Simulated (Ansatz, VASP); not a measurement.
**Tl in VASP and in Ansatz**

Contents of INCAR:

```
SYSTEM = Tl
  PREC = Accurate
  ENCUT = 520
  EDIFF = 1E-7
  ISMEAR = 0
  SIGMA = 0.3
  LREAL = .FALSE.
  LASPH = .TRUE.
  NELM = 80
  ALGO = Normal
  ISIF = 2
  LWAVE = .FALSE.
  LCHARG = .FALSE.
  GGA = PE
  NBANDS = 20
```

File KPOINTS:

```
Automatic mesh
0
G
  10 10 6
  0 0 0
```

File POSCAR:

```
Tl
1.0
    3.5902820628      0.0000000000      0.0000000000
   -1.7951410314      3.1092754731      0.0000000000
    0.0000000000      0.0000000000      5.6419406004
Tl
2
Direct
    0.3333333333      0.6666666667      0.2500000000
    0.6666666667      0.3333333333      0.7500000000
```

Input for Ansatz:

```yaml
crystal:
  lattice:
    - [3.5902820628, 0.0, 0.0]
    - [-1.7951410314, 3.1092754731, 0.0]
    - [0.0, 0.0, 5.6419406004]
  atoms:
    - { symbol: Tl, position: [0.3333333333, 0.6666666667, 0.25] }
    - { symbol: Tl, position: [0.6666666667, 0.3333333333, 0.75] }
hamiltonian:
  xc: pbe
  pseudopotentials:
    kind: paw
    azcp:
      Tl: "pseudopotentials/Tl.paw.azcp"
basis:
  ecutwfc: 420
  fft_grid_basis: typed
kpoints:
  mp_grid: { grid: [10, 10, 6], shift: [0, 0, 0] }
magnetization:
  spin_polarized: false
scf:
  occupations: { method: gaussian, width: 0.3 }
  lower_state_search: "off"
output:
  stress: true
```

Alike in both runs: task single point; functional PBE; k mesh 10 × 10 × 6; occupations gaussian, width 0.3 eV; no spin polarisation.

|  | VASP | Ansatz |
| --- | --- | --- |
| version | VASP 6.6.1 | Ansatz 0.2.0 |
| potentials or method | VASP PAW PBE potentials, release 64 (Tl_d), cutoff 520 eV | plane waves (420 eV) with PAW, scalar-relativistic |
| valence electrons in the cell | 26 | 26 |

|  | VASP | Ansatz | Ansatz less VASP |
| --- | --- | --- | --- |
| pressure (GPa) | -0.1 | 0.0 | +0.06 |
| traceless stress, the component that is largest in VASP (GPa) | 0.16 | 0.17 | +0.008 |

Spin-orbit coupling is off throughout.
